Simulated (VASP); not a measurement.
Input of a VASP 6.6.1 run:

The input POSCAR:

```
C
1.0
   -2.4291088834      2.4291088834      2.3926722501
    2.4291088834     -2.4291088834      2.3926722501
    2.4291088834      2.4291088834     -2.3926722501
C
8
Direct
    0.3254551632      0.0000000000      0.0000000000
    0.6745448368      0.6745448368      0.6745448368
    0.0000000000      0.3254551632      0.0000000000
    0.0000000000      0.0000000000      0.3254551632
    0.0000000000      0.6745448368      0.0000000000
    0.3254551632      0.3254551632      0.3254551632
    0.6745448368      0.0000000000      0.0000000000
    0.0000000000      0.0000000000      0.6745448368
```

File INCAR.step1:

```
PREC     = Accurate       # precision mode
ENCUT    = 520            # plane-wave cutoff, eV
ISMEAR   = 0              # smearing method
SIGMA    = 0.05           # smearing width, eV
LREAL    = False          # projectors in reciprocal space
LASPH    = True           # aspherical terms in the spheres
NELM     = 100            # most SCF steps
NBANDS   = 26             # bands
GGA      = PE             # functional
ALGO     = Normal         # electronic algorithm
EDIFF    = 1E-4           # SCF threshold, eV
LWAVE    = True           # write WAVECAR
LCHARG   = False          # write CHGCAR
```

The input INCAR.step2:

```
PREC     = Accurate       # precision mode
ENCUT    = 520            # plane-wave cutoff, eV
EDIFF    = 1E-6           # SCF threshold, eV
ISMEAR   = 0              # smearing method
SIGMA    = 0.05           # smearing width, eV
LREAL    = False          # projectors in reciprocal space
LASPH    = True           # aspherical terms in the spheres
NELM     = 100            # most SCF steps
ALGO     = Normal         # electronic algorithm
ISIF     = 2              # what is computed and relaxed
LWAVE    = False          # write WAVECAR
LCHARG   = True           # write CHGCAR
METAGGA  = R2SCAN         # meta-GGA
LMIXTAU  = True         
LELF     = True           # ELF
LVHAR    = True         
NBANDS   = 26             # bands
ISTART   = 1
```

KPOINTS

```
Automatic mesh
0
Gamma
  8 8 8
```

Potentials or basis: VASP PAW PBE potentials, release 64 (C).

Command:

```sh
$ cat potpaw_PBE.64/C/POTCAR > POTCAR
$ cp INCAR.step1 INCAR
$ mpirun -np 1 vasp_std > vasp.out
$ cp INCAR.step2 INCAR
$ mpirun -np 1 vasp_std > vasp.out
```

What does it give for the pressure?

6.1 GPa.

Predict the band gap on the k mesh.

3.05 eV (least direct gap 3.98 eV).

Estimate the largest force.

0.355 eV/Å.

Forces in eV/Å, atoms in the order of the input:
```
C    0.049 -0.049  0.348
C    0.049  0.049 -0.348
C   -0.049  0.049  0.348
C   -0.049 -0.049 -0.348
C    0.049 -0.049 -0.348
C   -0.049 -0.049  0.348
C   -0.049  0.049 -0.348
C    0.049  0.049  0.348
```

Caveat: the cell differs from its parent crystal (strain +0.000 along x and y, -0.015 along z); the stress differs along the axes, from 3 to 12 GPa; the PAW data sets were made with another functional, which shifts forces and pressure a little. A k mesh can miss the band edges.
